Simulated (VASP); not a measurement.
Set up this calculation in VASP 6.6.1, as the native input.

```
Task                   : electric field gradients
Functional             : PBE
Potentials or basis    : VASP PAW PBE potentials, release 64 (Al, N)
Cutoff                 : 520 eV
k mesh                 : 10 × 10 × 10
Occupations            : fermi-dirac, width 0.02 eV
Spin                   : no spin polarisation
Dipole correction      : no
Further INCAR settings : ALGO = Normal; EDIFF = 1e-08; NBANDS = 11
```

The structure of AlN lies in POSCAR:

```
AlN
1.0
    0.0593400000      2.0076700000      2.0076700000
    2.0076700000      0.0593400000      2.0076700000
    2.0076700000      2.0076700000      0.0593400000
Al N
1 1
Direct
    0.0000000000      0.0000000000      0.0000000000
    0.5000000000      0.5000000000      0.5000000000
```

This cell differs from its parent crystal: equal xy, yz and zx shear strains of +3 %.

These files were run (other wordings do the same):

INCAR

```
PREC = Accurate
ENCUT = 520
EDIFF = 1E-8
ISMEAR = -1
SIGMA = 0.02
LREAL = False
LASPH = True
NELM = 60
ALGO = Normal
ISIF = 2
LWAVE = False
LCHARG = False
GGA = PE
LEFG = True
NBANDS = 11
```

KPOINTS

```
Automatic mesh
0
Gamma
  10 10 10
```

Potentials or basis: VASP PAW PBE potentials, release 64 (Al, N).

Launch:

```sh
$ cat potpaw_PBE.64/Al/POTCAR potpaw_PBE.64/N/POTCAR > POTCAR
$ mpirun -np 1 vasp_std > vasp.out
```

Results of the run:

```yaml
Pressure: 25.6 GPa
Band_gap_on_the_k_mesh: 4.48 eV, indirect (least direct gap 6.28 eV)
```

Caveat: the cell differs from its parent crystal (equal xy, yz and zx shear strains of +3 %); without QUAD_EFG the Cq values of the log hold for a quadrupole moment of 1 mb, not for the nuclei.

Wall time 29 s on 1 thread of Intel Xeon 8259CL, with other jobs on the host, peak memory 0.14 GiB.
